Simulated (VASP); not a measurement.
Wanted: the native input for a VASP 6.6.1 run.

```yaml
Task: single point
Functional: revPBE
Dispersion: D3(BJ)
Potentials_or_basis: VASP PAW PBE potentials, release 64 (C)
Cutoff: 520 eV
k_mesh: 13 × 13 × 13
Occupations: fermi-dirac, width 0.05 eV
Spin: no spin polarisation
Dipole_correction: no
Further_INCAR_settings: ALGO = Normal; EDIFF = 1e-06; NBANDS = 11
```

The structure of C lies in POSCAR:

```
C
1.0
    0.0000000000      1.7469644787      1.7469644787
    1.7469644787      0.0000000000      1.7469644787
    1.7469644787      1.7469644787      0.0000000000
C
2
Direct
    0.7500000000      0.7500000000      0.7500000000
    0.5000000000      0.5000000000      0.5000000000
```

The input as run:

INCAR

```
SYSTEM = C
PREC = Accurate
ENCUT = 520
EDIFF = 1E-6
ISMEAR = -1
SIGMA = 0.05
LREAL = .False.
LASPH = .True.
NELM = 100
ALGO = Normal
ISIF = 2
LWAVE = .False.
LCHARG = .False.
GGA = RE
IVDW = 12
NBANDS = 11
```

KPOINTS

```
regular mesh
0
Gamma
  13 13 13
  0 0 0
```

Potentials or basis: VASP PAW PBE potentials, release 64 (C).

The run is started by

```sh
$ cat potpaw_PBE.64/C/POTCAR > POTCAR
$ mpirun -np 1 vasp_std > vasp.out
```

It gave:

The pressure is 25.7 GPa and the band gap on the k mesh is 4.26 eV, indirect (least direct gap 5.76 eV). The dispersion energy per atom is -0.420 eV.

Caveat: the PAW data sets were made with another functional, which shifts forces and pressure a little.

It took 5.8 s on 1 thread of AMD EPYC 9R45 96-Core Processor (Zen 5) (shared host), peak memory 0.1 GiB.
